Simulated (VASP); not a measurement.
Crystal: BAs.

```
As B
1.0
     0.00000    2.37247    2.37247
     2.37247    0.00000    2.37247
     2.37247    2.37247    0.00000
As B
1 1
Direct
  0.75000 0.75000 0.75000
  0.00000 0.00000 0.00000
```

This cell differs from its parent crystal: volume scaled by 0.98.

Base run:

```yaml
Program: VASP 6.6.1
Functional: PBE
Potentials_or_basis: VASP PAW PBE potentials, release 64 (As, B)
Cutoff: 520 eV
k_mesh: 10 × 10 × 10
Occupations: fermi-dirac, width 0.05 eV
Spin: no spin polarisation
```

Its results: band gap on the k mesh 1.15 eV, indirect (least direct gap 3.30 eV); pressure 6.5 GPa.

Task: After a change of settings the same cell gave: band gap on the k mesh 1.18 eV, indirect (least direct gap 3.30 eV); pressure 9.1 GPa. Which change was it?
A. functional from PBE to r2SCAN; dispersion from none to rVV10
B. functional from PBE to PBE exchange alone
C. functional from PBE to BLYP; dispersion from none to D4
D. functional from PBE to RPBE

Result: D.

RPBE binds less tightly than PBE, so the same cell stands under more pressure.

Caveats: the PAW data sets were made with another functional, which shifts forces and pressure a little (some runs).
